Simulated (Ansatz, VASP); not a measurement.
# CdS3 in VASP and in Ansatz

```
CELL_PARAMETERS angstrom
0.00000 3.29750 3.29750
3.29750 0.00000 3.29750
3.29750 3.29750 0.00000
ATOMIC_POSITIONS crystal
Cd 0.00000 0.00000 0.00000
S 0.25000 0.25000 0.25000
S 0.75000 0.75000 0.75000
S 0.50000 0.50000 0.50000
```

Change from the starting cell: species swapped into the CdIn3 type (Fm-3m, No. 225).

Alike in both runs: functional PBE; k mesh 4 × 4 × 4; occupations gaussian, width 0.1 eV; no spin polarisation.

Ansatz relaxed the structure, and its values are those at the end. VASP's run is a single point on that final structure, the one shown.

```csv
,VASP,Ansatz
version,VASP 6.6.1,Ansatz 0.2.0
potentials or method,"VASP PAW PBE potentials, release 64 (Cd, S), cutoff 500 eV","scalar-relativistic, plane waves, PAW"
valence electrons in the cell,30,38
```

|  | VASP | Ansatz | Ansatz less VASP |
| --- | --- | --- | --- |
| gap on the k mesh at the Fermi level (eV) | none | none | - |
| pressure (GPa) | 0.3 | 0.1 | -0.17 |

A gap of «none» marks a metal or a gap that the smearing closes. The functional is the same, so the differences come from potentials, cutoffs and numerics. VASP's potentials hold 30 valence electrons a cell and Ansatz's 38, so a difference there can come from the potentials and not from the codes.

The k mesh is coarse, so the values compare programs but aren't converged.
